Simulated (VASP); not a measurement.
RbRe2:

```
CELL_PARAMETERS angstrom
4.12029 0.00000 0.00000
-2.06014 3.56827 0.00000
0.00000 0.00000 4.44882
ATOMIC_POSITIONS crystal
Rb 0.00000 0.00000 0.00000
Re 0.33333 0.66667 0.50000
Re 0.66667 0.33333 0.50000
```

- Program: VASP 6.6.1
- Task: relaxation of cell and atoms
- Functional: PBE
- Potentials or basis: VASP PAW PBE potentials, release 64 (Rb_sv, Re)
- Cutoff: 600 eV
- k mesh: 6 × 6 × 4
- Occupations: gaussian, width 0.1 eV
- Spin: no spin polarisation

At the start: pressure 16.8 GPa; volume 21.80 Å³/atom.

Question: Where does the relaxation end?

Answer: Over 9 steps the energy falls by 570.8 meV/atom and the volume is 30.10 Å³/atom (+38.1 %); space group P6/mmm (No. 191, to 0.05 Å).

Step by step:
```tsv
step	energy change (eV)	largest force (eV/Å)	pressure (GPa)	volume (Å³)
1	0.0000	0.0000	16.82	65.41
2	-0.4101	0.0000	-8.86	89.47
3	-0.6428	0.0000	-2.17	78.89
4	-1.4368	0.0000	-1.35	84.59
5	-1.7069	0.0000	0.97	89.94
6	-1.7104	0.0000	0.74	89.54
7	-1.7106	0.0000	0.65	89.37
8	-1.7099	0.0000	-0.78	91.45
9	-1.7124	0.0000	-0.03	90.30
```

Final structure:
```cif
data_structure
_symmetry_space_group_name_H-M 'P 1'
_symmetry_Int_Tables_number 1
_cell_length_a 4.0955
_cell_length_b 4.0955
_cell_length_c 6.2167
_cell_angle_alpha 90.000
_cell_angle_beta 90.000
_cell_angle_gamma 120.000
_cell_volume 90.30
loop_
_atom_site_label
_atom_site_type_symbol
_atom_site_fract_x
_atom_site_fract_y
_atom_site_fract_z
_atom_site_occupancy
Rb1 Rb 0.00000 0.00000 0.00000 1
Re1 Re 0.33333 0.66667 0.50000 1
Re2 Re 0.66667 0.33333 0.50000 1
```

Caveat: the volume moved by over 15 % at a fixed basis, so the end points are rough.
